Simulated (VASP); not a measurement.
Here is a VASP 6.6.1 calculation.

Contents of INCAR:

```
PREC = Accurate
ENCUT = 520
EDIFF = 1E-6
ISMEAR = 0
SIGMA = 0.02
LREAL = F
LASPH = T
NELM = 100
ALGO = Normal
ISIF = 2
LWAVE = F
LCHARG = F
GGA = PE
NBANDS = 31
```

Contents of KPOINTS:

```
regular mesh
0
Gamma
  6 6 8
```

File POSCAR:

```
HfO2
1.0
    4.7827619930      0.0000000000      0.0000000000
    0.0000000000      4.7827619930      0.0000000000
    0.0000000000      0.0000000000      3.2765333903
Hf O
2 4
Direct
    0.0000000000      0.0000000000      0.0000000000
    0.5000000000      0.5000000000      0.5000000000
    0.1948153545      0.8051846455      0.5000000000
    0.3051846455      0.3051846455      0.0000000000
    0.6948153545      0.6948153545      0.0000000000
    0.8051846455      0.1948153545      0.5000000000
```

Potentials or basis: VASP PAW PBE potentials, release 64 (Hf_pv, O).

The run is started by

```bash
$ cat potpaw_PBE.64/Hf_pv/POTCAR potpaw_PBE.64/O/POTCAR > POTCAR
$ mpirun -np 1 vasp_std > vasp.out
```

(1) What does it give for the band gap on the k mesh?

(2) What does it give for the pressure?

Answers

(1) 3.96 eV.

(2) 2.4 GPa.

Caveat: the cell differs from its parent crystal (biaxial strain in the a-b plane: -2.0 %); spin-orbit coupling is left out, which moves the levels of the heavy elements.
